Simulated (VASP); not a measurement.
A run of VASP 6.6.1 is set up as follows.

Contents of INCAR:

```
SYSTEM = CuAu
ALGO = Fast
EDIFF = 1E-7
ENCUT = 520
GGA = PS
ISIF = 2
ISMEAR = -1
LASPH = .TRUE.
LCHARG = .FALSE.
LREAL = .FALSE.
LWAVE = .FALSE.
NBANDS = 18
NELM = 80
PREC = Accurate
SIGMA = 0.05
```

The input KPOINTS:

```
k-points
0
G
  8 8 6
  0 0 0
```

POSCAR

```
CuAu
1.0
    2.8107494552      0.0000000000      0.0000000000
    0.0000000000      2.8107494552      0.0000000000
    0.0000000000      0.0000000000      3.6481500000
Au Cu
1 1
Direct
    0.0000000000      0.0000000000      0.0000000000
    0.5000000000      0.5000000000      0.5000000000
```

Potentials or basis: VASP PAW PBE potentials, release 64 (Au, Cu).

Command:

```bash
$ cat potpaw_PBE.64/Au/POTCAR potpaw_PBE.64/Cu/POTCAR > POTCAR
$ mpirun -np 1 vasp_std > vasp.out
```

**Question.** Estimate the pressure.

**Answer.** -1.6 GPa.

**Question.** Predict the band gap on the k mesh.

**Answer.** Zero (band 11 reaches 14.02 eV, above the bottom of band 12 at 6.68 eV).

Stress tensor (GPa, compression positive):
```
-0.96  0.00  0.00
 0.00 -0.96  0.00
 0.00  0.00 -2.84
```

Caveat: the PAW data sets were made with another functional, which shifts forces and pressure a little; spin-orbit coupling is left out, which moves the levels of the heavy elements.
